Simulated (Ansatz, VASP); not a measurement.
# Nb: VASP beside Ansatz

INCAR

```
SYSTEM = Nb
PREC = Accurate ; ENCUT = 600
EDIFF = 1E-7 ; ISMEAR = 0
SIGMA = 0.1 ; LREAL = .FALSE.
LASPH = .TRUE. ; NELM = 80
ALGO = Fast ; ISIF = 3
LWAVE = .FALSE. ; LCHARG = .FALSE.
GGA = PS ; IBRION = 2
NSW = 90 ; EDIFFG = -0.04
```

File KPOINTS:

```
Automatic mesh
0
G
  9 9 2
  0 0 0
```

File POSCAR:

```
Nb
1.0
    2.8052217306      0.0000000000      0.0000000000
   -1.4026108653      2.4293932820      0.0000000000
    0.0000000000      0.0000000000     10.5070719009
Nb
4
Direct
    0.0000000000      0.0000000000      0.0000000000
    0.0000000000      0.0000000000      0.5000000000
    0.3333333333      0.6666666667      0.7500000000
    0.6666666667      0.3333333333      0.2500000000
```

Input for Ansatz:

```yaml
crystal:
  lattice:
    - [2.8052217306, 0.0, 0.0]
    - [-1.4026108653, 2.429393282, 0.0]
    - [0.0, 0.0, 10.5070719009]
  atoms:
    - { symbol: Nb, position: [0.0, 0.0, 0.0] }
    - { symbol: Nb, position: [0.0, 0.0, 0.5] }
    - { symbol: Nb, position: [0.3333333333, 0.6666666667, 0.75] }
    - { symbol: Nb, position: [0.6666666667, 0.3333333333, 0.25] }
basis:
  ecutwfc: 420
kpoints:
  mp_grid: { grid: [9, 9, 2] }
hamiltonian:
  xc: pbesol
scf:
  occupations: { method: gaussian, width: 0.1 }
  lower_state_search: "off"
output:
  forces: true
  stress: true
  eigenvalues: true
relax:
  adjacent_minimum: "off"
  f_tol: 0.04
  max_steps: 70
  cell: { stress_tol: 0.4 }
```

Alike in both runs: task relaxation of cell and atoms; functional PBEsol; k mesh 9 × 9 × 2; occupations gaussian, width 0.1 eV; no spin polarisation.

|  | VASP | Ansatz |
| --- | --- | --- |
| version | VASP 6.6.1 | Ansatz 0.2.0 |
| potentials or method | VASP PAW PBE potentials, release 64 (Nb_sv), cutoff 600 eV | scalar-relativistic, plane waves, PAW |
| valence electrons in the cell | 52 | 52 |

Ansatz gave:

```
gap on the k mesh at the Fermi level, each at its own relaxed structure (eV) : none
relaxed volume (Å³/atom)                                                     : 18.05
relaxed cell length with the largest relative difference (Å)                 : 10.494
```

Task: Estimate VASP's values.

Result: gap on the k mesh at the Fermi level, each at its own relaxed structure (eV): none; relaxed volume (Å³/atom): 18.01; relaxed cell length with the largest relative difference (Å): 10.479.

VASP's potentials were made for PBE, not for PBEsol. A gap of «none» marks a metal or a gap that the smearing closes.
